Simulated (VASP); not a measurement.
# Ga2Sb2CO in VASP: further runs

Ga2Sb2CO is run at these levels: PBE+D3(BJ); tasks: single point.

All numbers are computed with VASP 6.6.1; they aren't measurements. Logs are shortened: lines on timing, memory, paths and dates and some standing lists are left out, and cuts for length are marked.

## 1. The cell of the first run

The cell holds a slab with vacuum, 6 atoms: a = 4.334 Å, b = 4.334 Å, c = 23.620 Å, α = 90.00°, β = 90.00°, γ = 120.00°.

## 2. Single point, PBE+D3(BJ)

INCAR

```
  PREC = Accurate
  ENCUT = 520
  EDIFF = 1E-6
  ISMEAR = 0
  SIGMA = 0.1
  LREAL = False
  LASPH = True
  NELM = 100
  ALGO = Normal
  ISIF = 2
  LWAVE = False
  LCHARG = False
  LDIPOL = True
  IDIPOL = 3
  DIPOL = 0.5 0.5 0.348
  GGA = PE
  IVDW = 12
  NBANDS = 32
```

KPOINTS

```
regular mesh
0
Gamma
  6 6 1
```

POSCAR

```
Ga2Sb2CO
1.0
    4.3343814647      0.0000000000      0.0000000000
   -2.1671907324      3.7536844581      0.0000000000
    0.0000000000      0.0000000000     23.6197422994
Sb Ga O C
2 2 1 1
Direct
    0.0000000000      0.0000000000      0.1693498578
    0.3333333333      0.6666666667      0.3259656336
    0.3333333333      0.6666666667      0.2068080104
    0.6666666667      0.3333333333      0.3585874135
    0.6666666667      1.0000000000      0.4898335533
    0.6666666667      1.0000000000      0.5385216375
```

Potentials or basis: VASP PAW PBE potentials, release 64 (Sb, Ga_d, O, C).

Launch:

```console
> cat potpaw_PBE.64/Sb/POTCAR potpaw_PBE.64/Ga_d/POTCAR potpaw_PBE.64/O/POTCAR potpaw_PBE.64/C/POTCAR > POTCAR
> mpirun -np 1 vasp_std > vasp.out
```

OUTCAR:

```text
PREC = Accurate
   ENCUT = 520
   EDIFF = 1E-6
   ISMEAR = 0
   LREAL = False
   LASPH = True
   NELM = 100
   ISIF = 2
   GGA = PE
   IVDW = 12
 IVDW          = 12

 ion  position               nearest neighbor table
   1  0.000  0.000  0.169-   3 2.65   3 2.65   3 2.65
   2  0.333  0.667  0.326-   4 2.62   4 2.62   4 2.62   3 2.81
   3  0.333  0.667  0.207-   1 2.65   1 2.65   1 2.65   2 2.81
   4  0.667  0.333  0.359-   2 2.62   2 2.62   2 2.62
   5  0.667  0.000  0.490-   6 1.15
   6  0.667  0.000  0.539-   5 1.15

  LATTYP: Found a hexagonal cell.
 ALAT       =     4.3343814647
 C/A-ratio  =     5.4493916818

  Lattice vectors:

 A1 = (   4.3343814647,   0.0000000000,   0.0000000000)
 A2 = (  -2.1671907324,   3.7536844581,   0.0000000000)
 A3 = (   0.0000000000,   0.0000000000,  23.6197422994)

Analysis of symmetry for initial positions (statically):
=====================================================================
 Subroutine PRICEL returns:
 Original cell was already a primitive cell.

 Routine SETGRP: Setting up the symmetry group for a
 hexagonal supercell.

 Subroutine GETGRP returns: Found  1 space group operations
 (whereof  1 operations were pure point group operations)
 out of a pool of 24 trial point group operations.

The static configuration has the point symmetry C_1 .

Analysis of symmetry for dynamics (positions and initial velocities):
=====================================================================
 Subroutine PRICEL returns:
 Original cell was already a primitive cell.

 Routine SETGRP: Setting up the symmetry group for a
 hexagonal supercell.

 Subroutine GETGRP returns: Found  1 space group operations
 (whereof  1 operations were pure point group operations)
 out of a pool of 24 trial point group operations.

The dynamic configuration has the point symmetry C_1 .

 Subroutine INISYM returns: Found  1 space group operations
 (whereof  1 operations are pure point group operations),
 and found     1 'primitive' translations

----------------------------------------------------------------------------------------

                                     Primitive cell

  volume of cell :     384.2909

  direct lattice vectors                    reciprocal lattice vectors
     4.334381465  0.000000000  0.000000000     0.230713427  0.133202459  0.000000000
    -2.167190732  3.753684458  0.000000000     0.000000000  0.266404918  0.000000000
     0.000000000  0.000000000 23.619742299     0.000000000  0.000000000  0.042337464

  length of vectors
     4.334381465  4.334381465 23.619742299     0.266404918  0.266404918  0.042337464

  position of ions in fractional coordinates (direct lattice)
     0.000000000  0.000000000  0.169349858
     0.333333333  0.666666667  0.325965634
     0.333333333  0.666666667  0.206808010
     0.666666667  0.333333333  0.358587413
     0.666666667  0.000000000  0.489833553
     0.666666667  0.000000000  0.538521637

  ion indices of the primitive-cell ions
   primitive index   ion index
                 1           1
                 2           2
                 3           3
                 4           4
                 5           5
                 6           6

----------------------------------------------------------------------------------------

 KPOINTS: regular mesh

Automatic generation of k-mesh.
 Grid dimensions read from file:
 generate k-points for:    6    6    1

 Generating k-lattice:

  Cartesian coordinates                     Fractional coordinates (reciprocal lattice)
     0.038452238  0.022200410  0.000000000     0.166666667  0.000000000  0.000000000
     0.000000000  0.044400820  0.000000000     0.000000000  0.166666667  0.000000000
     0.000000000  0.000000000  0.042337464     0.000000000  0.000000000  1.000000000

  Length of vectors
     0.044400820  0.044400820  0.042337464

  Shift w.r.t. Gamma in fractional coordinates (k-lattice)
     0.000000000  0.000000000  0.000000000

 Subroutine IBZKPT returns following result:
 ===========================================

 Found     20 irreducible k-points:

 Following reciprocal coordinates:
            Coordinates               Weight
  0.000000  0.000000  0.000000      1.000000
  0.166667  0.000000  0.000000      2.000000
  0.000000  0.166667  0.000000      2.000000
 -0.166667  0.166667  0.000000      2.000000
  0.333333  0.000000  0.000000      2.000000
  0.000000  0.333333  0.000000      2.000000
[... 12 lines left out ...]
  0.500000 -0.166667  0.000000      2.000000
  0.333333  0.333333  0.000000      2.000000
   k-points           NKPTS =     20   k-points in BZ     NKDIM =     20   number of bands    NBANDS=     32
   number of dos      NEDOS =    301   number of ions     NIONS =      6
   total plane-waves  NPLWV = 184320
   dimension x,y,z NGX =    32 NGY =   32 NGZ =  180
   dimension x,y,z NGXF=    64 NGYF=   64 NGZF=  360
   ions per type =               2   2   1   1
   NGX,Y,Z   is equivalent  to a cutoff of  12.27, 12.27, 12.67 a.u.
   NGXF,Y,Z  is equivalent  to a cutoff of  24.55, 24.55, 25.34 a.u.
 SYSTEM =  unknown system
   PREC   = accura    normal or accurate (medium, high low for compatibility)
   ISTART =      0    job   : 0-new  1-cont  2-samecut
   ICHARG =      2    charge: 1-file 2-atom 10-const
   ISPIN  =      1    spin polarized calculation?
   LNONCOLLINEAR =      F non collinear calculations
   LSORBIT =      F    spin-orbit coupling
   LASPH  =      T    aspherical Exc in radial PAW
   ENCUT  =  520.0 eV  38.22 Ry    6.18 a.u.   8.06  8.06 43.92*2*pi/ulx,y,z
   NELM   =    100;   NELMIN=  2; NELMDL= -5     # of ELM steps
   EDIFF  = 0.1E-05   stopping-criterion for ELM
   LREAL  =      F    real-space projection
   EDIFFG = 0.1E-04   stopping-criterion for IOM
   NSW    =      0    number of steps for IOM
   IBRION =     -1    ionic relax: 0-MD 1-quasi-New 2-CG
   NFREE  =      0    steps in history (QN), initial steepest desc. (CG)
   ISIF   =      2    stress and relaxation
   ISYM   =      2    0-nonsym 1-usesym 2-fastsym
   POTIM  = 0.5000    time-step for ionic-motion
   TEBEG  =    0.0;   TEEND  =   0.0 temperature during run
   PSTRESS=    0.0 pullay stress
   NELECT =      46.0000    total number of electrons
   NUPDOWN=      -1.0000    fix difference up-down
   EMIN   =  10.00;   EMAX   =-10.00  energy-range for DOS
   EFERMI =   0.00;   METHOD = LEGACY
   ISMEAR =     0;   SIGMA  =   0.10  broadening in eV -4-tet -1-fermi 0-gaus
   EFERMI_NEDOS =   21; number of points for ismear=-14 and -15
   IALGO  =     38    algorithm
   IMIX   =      4    mixing-type and parameters
     AMIX     =   0.40;   BMIX     =  1.00
     AMIX_MAG =   1.60;   BMIX_MAG =  1.00
  volume/ion in A,a.u.               =      64.05       432.22
  Fermi-wavevector in a.u.,A,eV,Ry     =   0.806815  1.524660  8.856724  0.650951
  Thomas-Fermi vector in A             =   1.915318
   LORBIT       =      0    0 simple, 1 ext, 2 COOP (PROOUT), +10 PAW based schemes
   GGA     = PE    functional components
   LHFCALC =     F    Hartree Fock is set to
   AEXX    =    0.0000 exact exchange contribution
   IVDW    =    12    specifies the selected vdW correction
   LEPSILON=     F    determine dielectric tensor
   LRPA    =     F    only Hartree local field effects (RPA)
 non-spin polarized calculation
 Gauss-broadening in eV      SIGMA  =   0.10
  energy-cutoff  :      520.00
  volume of cell :      384.29
 maximum number of plane-waves:     10378
   NGX = 17   NGY = 17   NGZ = 87

 dipolmoment           0.000000      0.000000      0.000048 electrons x Angstroem

 number of electron      46.0000007 magnetization

 dipolmoment           0.000000      0.000000     -0.105288 electrons x Angstroem

 Free energy of the ion-electron system (eV)
  ---------------------------------------------------
  ext. energy  EPLUGINS =         0.00000000
  ---------------------------------------------------
  free energy    TOTEN  =       -28.24269312 eV

  energy without entropy =      -28.23609499  energy(sigma->0) =      -28.23939406

 E-fermi :  -0.9540     XC(G=0):  -4.1125

 val. band max:       -0.9680257932   @ k =   0.0000   0.0000   0.0000
 cond. band min:      -0.9350717016   @ k =   0.3333   0.3333   0.0000
 fundamental gap:      0.0329540915
 Fermi energy:        -0.9540469356

 k-point     1 :       0.0000    0.0000    0.0000
  band No.  band energies     occupation
      1     -26.9234      2.00000
      2     -16.5135      2.00000
      3     -16.4674      2.00000
      4     -16.4656      2.00000
      5     -16.4050      2.00000
      6     -16.4036      2.00000
[... 24 lines left out ...]
     31       2.4214      0.00000
     32       2.8153      0.00000

 k-point     2 :       0.1667    0.0000    0.0000
  band No.  band energies     occupation
      1     -26.9217      2.00000
      2     -16.5097      2.00000
      3     -16.4711      2.00000
      4     -16.4664      2.00000
      5     -16.4067      2.00000
      6     -16.4002      2.00000
[... 24 lines left out ...]
     31       2.8738      0.00000
     32       2.9964      0.00000
[... 593 lines left out ...]
     31       3.8234      0.00000
     32       4.1146      0.00000

 k-point    20 :       0.3333    0.3333    0.0000
  band No.  band energies     occupation
      1     -26.9155      2.00000
      2     -16.4928      2.00000
      3     -16.4868      2.00000
      4     -16.4697      2.00000
      5     -16.4125      2.00000
      6     -16.3884      2.00000
[... 24 lines left out ...]
     31       4.4089      0.00000
     32       4.6069      0.00000

------------------------ aborting loop because EDIFF is reached ----------------------------------------

 vacuum level on the upper side and lower side of the slab       (xc-potential included)        -0.583         0.560

 Edisp (eV)   -1.00016

 E8    (eV) :    -0.4650

  FORCE on cell =-STRESS in cart. coord.  units (eV):
  Direction    XX          YY          ZZ          XY          YZ          ZX
  --------------------------------------------------------------------------------------
  -------------------------------------------------------------------------------------
  Total      -0.06351    -0.04369    -0.90368    -0.01892     0.00280     0.06748
  in kB      -0.26477    -0.18216    -3.76758    -0.07888     0.01166     0.28133
  external pressure =       -1.40 kB  Pullay stress =        0.00 kB

 VOLUME and BASIS-vectors are now :
 -----------------------------------------------------------------------------
  energy-cutoff  :      520.00
  volume of cell :      384.29
      direct lattice vectors                 reciprocal lattice vectors
     4.334381465  0.000000000  0.000000000     0.230713427  0.133202459  0.000000000
    -2.167190732  3.753684458  0.000000000     0.000000000  0.266404918  0.000000000
     0.000000000  0.000000000 23.619742299     0.000000000  0.000000000  0.042337464

 POSITION                                       TOTAL-FORCE (eV/Angst)
 -----------------------------------------------------------------------------------
      0.00000      0.00000      4.00000        -0.002137     -0.006099      0.157203
     -0.00000      2.50246      7.69922        -0.007199      0.003170     -0.037209
     -0.00000      2.50246      4.88475         0.000266      0.000715     -0.130980
      2.16719      1.25123      8.46974        -0.011521      0.009326     -0.020847
      2.88959      0.00000     11.56974         0.028275     -0.009353      0.680346
      2.88959      0.00000     12.71974        -0.007685      0.002240     -0.648513
 -----------------------------------------------------------------------------------
    total drift:                                0.000385     -0.000113     -0.000735

  FREE ENERGIE OF THE ION-ELECTRON SYSTEM (eV)
  ---------------------------------------------------
  free  energy   TOTEN  =       -29.2428486918 eV

  energy  without entropy=      -29.2362505618  energy(sigma->0) =      -29.23954963

 vacuum level on the upper side and lower side of the slab         2.754         3.925
```

Run time: 7.2 min. Hardware: 1 thread of Oxide Virtual Turin-like, shared host; peak memory 0.57 GiB.

What came out:

```yaml
Free_energy: -29.2428 eV
Largest_force: 0.681 eV/Å
Band_gap_on_the_k_mesh: 0.03 eV, indirect (least direct gap 0.14 eV)
Dispersion_energy_per_atom: -0.167 eV
```

Forces in eV/Å, atoms in the order of the input:
```
Sb  -0.002 -0.006  0.157
Sb  -0.007  0.003 -0.037
Ga   0.000  0.001 -0.131
Ga  -0.012  0.009 -0.021
O    0.028 -0.009  0.680
C   -0.008  0.002 -0.649
```

Levels at points of the mesh, in eV from the valence-band top:
| k point | band 20 | band 21 | band 22 | band 23 | band 24 | band 25 | band 26 | band 27 |
| --- | --- | --- | --- | --- | --- | --- | --- | --- |
| (0.00, 0.00, 0.00) | -1.13 | -1.13 | 0.00 | 0.00 | 0.14 | 0.88 | 1.36 | 1.38 |
| (0.50, 0.00, 0.00) | -2.53 | -2.47 | -1.30 | -1.18 | 0.41 | 0.59 | 1.18 | 1.25 |
| (0.00, 0.50, 0.00) | -2.53 | -2.47 | -1.30 | -1.20 | 0.37 | 0.65 | 1.18 | 1.25 |
| (0.50, 0.50, 0.00) | -2.52 | -2.47 | -1.30 | -1.19 | 0.33 | 0.66 | 1.16 | 1.26 |

Caveat: spin-orbit coupling is left out, which moves the levels of the heavy elements.

## 3. Single point, PBE+D3(BJ)

INCAR

```
PREC     = Accurate       # precision mode
ENCUT    = 520            # plane-wave cutoff, eV
EDIFF    = 1E-6           # SCF threshold, eV
ISMEAR   = 0              # smearing method
SIGMA    = 0.1            # smearing width, eV
LREAL    = False          # projectors in reciprocal space
LASPH    = True           # aspherical terms in the spheres
NELM     = 80             # most SCF steps
ALGO     = Normal         # electronic algorithm
ISIF     = 2              # what is computed and relaxed
LWAVE    = False          # write WAVECAR
LCHARG   = True           # write CHGCAR
LDIPOL   = True         
IDIPOL   = 3            
DIPOL    = 0.5 0.5 0.348
GGA      = PE             # functional
IVDW     = 12             # dispersion correction
LELF     = True           # ELF
LVHAR    = True         
LVACPOTAV= True         
NBANDS   = 32             # bands
```

KPOINTS

```
Automatic mesh
0
Gamma
  6 6 1
```

Changes to POSCAR since step 2:

```diff
@@ -12,3 +12,3 @@
     0.6666666667      0.3333333333      0.3585874135
-    0.6666666667      1.0000000000      0.4898335533
-    0.6666666667      1.0000000000      0.5385216375
+    0.6666666667      1.2222222222      0.4898335533
+    0.6666666667      1.2222222222      0.5385216375
```

Potentials or basis: VASP PAW PBE potentials, release 64 (Sb, Ga_d, O, C).

Launch:

```console
> cat potpaw_PBE.64/Sb/POTCAR potpaw_PBE.64/Ga_d/POTCAR potpaw_PBE.64/O/POTCAR potpaw_PBE.64/C/POTCAR > POTCAR
> mpirun -np 1 vasp_std > vasp.out
```

Run time: 7.5 min. Hardware: 1 thread of Oxide Virtual Turin-like, shared host; peak memory 0.59 GiB.

Results (log left out):

```
Free energy                : -29.2240 eV
Largest force              : 0.739 eV/Å
Band gap on the k mesh     : 0.07 eV, direct
Dispersion energy per atom : -0.167 eV
```

Forces in eV/Å, atoms in the order of the input:
```
Sb   0.001 -0.004  0.172
Sb  -0.003  0.004  0.017
Ga   0.000  0.000 -0.160
Ga  -0.009  0.012 -0.120
O    0.016 -0.020  0.739
C   -0.006  0.007 -0.648
```

Levels at points of the mesh, in eV from the valence-band top:
```tsv
k point	band 20	band 21	band 22	band 23	band 24	band 25	band 26	band 27
(0.00, 0.00, 0.00)	-1.18	-1.18	0.00	0.00	0.07	0.89	1.06	1.06
(0.50, 0.00, 0.00)	-2.57	-2.52	-1.30	-1.19	0.28	0.43	0.93	1.13
(0.00, 0.50, 0.00)	-2.57	-2.52	-1.30	-1.20	0.28	0.45	0.93	1.13
(0.50, 0.50, 0.00)	-2.56	-2.52	-1.30	-1.19	0.24	0.46	0.93	1.12
```

Caveat: spin-orbit coupling is left out, which moves the levels of the heavy elements.

## 4. Single point, PBE+D3(BJ)

INCAR

```
PREC     = Accurate       # precision mode
ENCUT    = 520            # plane-wave cutoff, eV
EDIFF    = 1E-7           # SCF threshold, eV
ISMEAR   = 0              # smearing method
SIGMA    = 0.1            # smearing width, eV
LREAL    = F              # projectors in reciprocal space
LASPH    = T              # aspherical terms in the spheres
NELM     = 80             # most SCF steps
ALGO     = Normal         # electronic algorithm
ISIF     = 2              # what is computed and relaxed
LWAVE    = F              # write WAVECAR
LCHARG   = T              # write CHGCAR
LDIPOL   = T            
IDIPOL   = 3            
DIPOL    = 0.5 0.5 0.348
GGA      = PE             # functional
IVDW     = 12             # dispersion correction
LELF     = T              # ELF
LVHAR    = T            
LVACPOTAV= T            
NBANDS   = 32             # bands
```

KPOINTS

```
regular mesh
0
Gamma
  6 6 1
```

Changes to POSCAR since step 3:

```diff
@@ -12,3 +12,3 @@
     0.6666666667      0.3333333333      0.3585874135
-    0.6666666667      1.2222222222      0.4898335533
-    0.6666666667      1.2222222222      0.5385216375
+    0.8888888889      1.0000000000      0.4898335533
+    0.8888888889      1.0000000000      0.5385216375
```

Launch:

```console
> cat potpaw_PBE.64/Sb/POTCAR potpaw_PBE.64/Ga_d/POTCAR potpaw_PBE.64/O/POTCAR potpaw_PBE.64/C/POTCAR > POTCAR
> mpirun -np 1 vasp_std > vasp.out
```

It took 7.5 min on 1 thread of Oxide Virtual Turin-like, shared host; peak memory 0.58 GiB.

Results (log left out):

| Item | Value |
| --- | --- |
| Free energy | -29.2609 eV |
| Largest force | 0.668 eV/Å |
| Band gap on the k mesh | 0.03 eV, indirect (least direct gap 0.15 eV) |
| Dispersion energy per atom | -0.167 eV |

Forces on the atoms (eV/Å):
```
Sb  -0.001 -0.001  0.157
Sb  -0.004  0.000 -0.019
Ga   0.000  0.000 -0.132
Ga  -0.006  0.001  0.013
O    0.015 -0.001  0.649
C   -0.003  0.000 -0.668
```

Levels at points of the mesh, in eV from the valence-band top:
```csv
k point,band 21,band 22,band 23,band 24,band 25,band 26
"(0.00, 0.00, 0.00)",-1.12,0.00,0.00,0.15,0.88,1.49
"(0.50, 0.00, 0.00)",-2.46,-1.30,-1.19,0.41,0.73,1.21
"(0.00, 0.50, 0.00)",-2.46,-1.30,-1.19,0.39,0.74,1.20
"(0.50, 0.50, 0.00)",-2.46,-1.30,-1.19,0.37,0.76,1.20
```

Caveat: spin-orbit coupling is left out, which moves the levels of the heavy elements.

## 5. Single point, PBE+D3(BJ)

INCAR

```
  PREC = Accurate
  ENCUT = 520
  EDIFF = 1E-6
  ISMEAR = 0
  SIGMA = 0.1
  LREAL = False
  LASPH = True
  NELM = 100
  ALGO = Normal
  ISIF = 2
  LWAVE = False
  LCHARG = False
  LDIPOL = True
  IDIPOL = 3
  DIPOL = 0.5 0.5 0.348
  GGA = PE
  IVDW = 12
  NBANDS = 32
```

KPOINTS

```
Automatic mesh
0
Gamma
  6 6 1
```

Changes to POSCAR since step 4:

```diff
@@ -12,3 +12,3 @@
     0.6666666667      0.3333333333      0.3585874135
-    0.8888888889      1.0000000000      0.4898335533
-    0.8888888889      1.0000000000      0.5385216375
+    1.3333333333      0.5555555556      0.4898335533
+    1.3333333333      0.5555555556      0.5385216375
```

Launch:

```console
> cat potpaw_PBE.64/Sb/POTCAR potpaw_PBE.64/Ga_d/POTCAR potpaw_PBE.64/O/POTCAR potpaw_PBE.64/C/POTCAR > POTCAR
> mpirun -np 1 vasp_std > vasp.out
```

Run time: 7.8 min. Hardware: 1 thread of Oxide Virtual Turin-like, shared host; peak memory 0.59 GiB.

Results (log left out):

```
Free energy                : -29.2391 eV
Largest force              : 0.702 eV/Å
Band gap on the k mesh     : 0.02 eV, indirect (least direct gap 0.17 eV)
Dispersion energy per atom : -0.167 eV
```

Forces in eV/Å, atoms in the order of the input:
```
Sb  -0.002  0.004  0.151
Sb   0.001  0.001 -0.075
Ga   0.000  0.000 -0.115
Ga   0.003  0.000  0.000
O   -0.002 -0.006  0.702
C    0.000  0.002 -0.663
```

Levels at points of the mesh, in eV from the valence-band top:
```tsv
k point	band 19	band 20	band 21	band 22	band 23	band 24	band 25	band 26	band 27	band 28
(0.00, 0.00, 0.00)	-2.09	-1.11	-1.11	0.00	0.00	0.17	0.88	1.43	1.44	1.78
(0.50, 0.00, 0.00)	-5.71	-2.50	-2.45	-1.30	-1.19	0.35	0.69	1.19	1.31	1.68
(0.00, 0.50, 0.00)	-5.71	-2.50	-2.45	-1.30	-1.18	0.37	0.68	1.20	1.30	1.67
(0.50, 0.50, 0.00)	-5.71	-2.50	-2.45	-1.30	-1.19	0.35	0.70	1.20	1.30	1.69
```

Caveat: spin-orbit coupling is left out, which moves the levels of the heavy elements.
